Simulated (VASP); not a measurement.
Set up this calculation in VASP 6.6.1, as the native input.

| Item | Value |
| --- | --- |
| Task | single point |
| Functional | LDA |
| Potentials or basis | VASP PAW LDA potentials, release 64 (Pb_d, S) |
| Cutoff | 520 eV |
| k mesh | 6 × 6 × 4 |
| Occupations | gaussian, width 0.01 eV |
| Spin | no spin polarisation |
| Dipole correction | no |
| Further INCAR settings | ALGO = Normal; EDIFF = 1e-06; NBANDS = 28 |

The structure of PbS lies in POSCAR:

```
PbS
1.0
    4.1165700000      0.0000000000      0.0000000000
   -2.0609705364      3.5635023521      0.0000000000
    0.0000000000      0.0000000000      7.5599450000
Pb S
2 2
Direct
    0.0010320000      0.9989680000      0.4867320000
    0.9989680000      0.0010320000      0.9867320000
    0.6671450000      0.3328550000      0.6924680000
    0.3328550000      0.6671450000      0.1924680000
```

The input as run:

INCAR

```
SYSTEM = PbS
ALGO = Normal
EDIFF = 1E-6
ENCUT = 520
ISIF = 2
ISMEAR = 0
LASPH = .TRUE.
LCHARG = .FALSE.
LREAL = .FALSE.
LWAVE = .FALSE.
NBANDS = 28
NELM = 80
PREC = Accurate
SIGMA = 0.01
```

KPOINTS

```
k-points
0
G
  6 6 4
  0 0 0
```

Potentials or basis: VASP PAW LDA potentials, release 64 (Pb_d, S).

Run with:

```console
$ cat potpaw_LDA.64/Pb_d/POTCAR potpaw_LDA.64/S/POTCAR > POTCAR
$ mpirun -np 1 vasp_std > vasp.out
```

It gave:

```
Pressure               : -3.3 GPa
Largest force          : 0.061 eV/Å
Band gap on the k mesh : 0.34 eV, indirect (least direct gap 1.15 eV)
```

Caveat: spin-orbit coupling is left out, which moves the levels of the heavy elements.

Wall time 53 s on 1 thread of AMD EPYC 9R45 96-Core Processor (Zen 5), with other jobs on the host, peak memory 0.22 GiB.
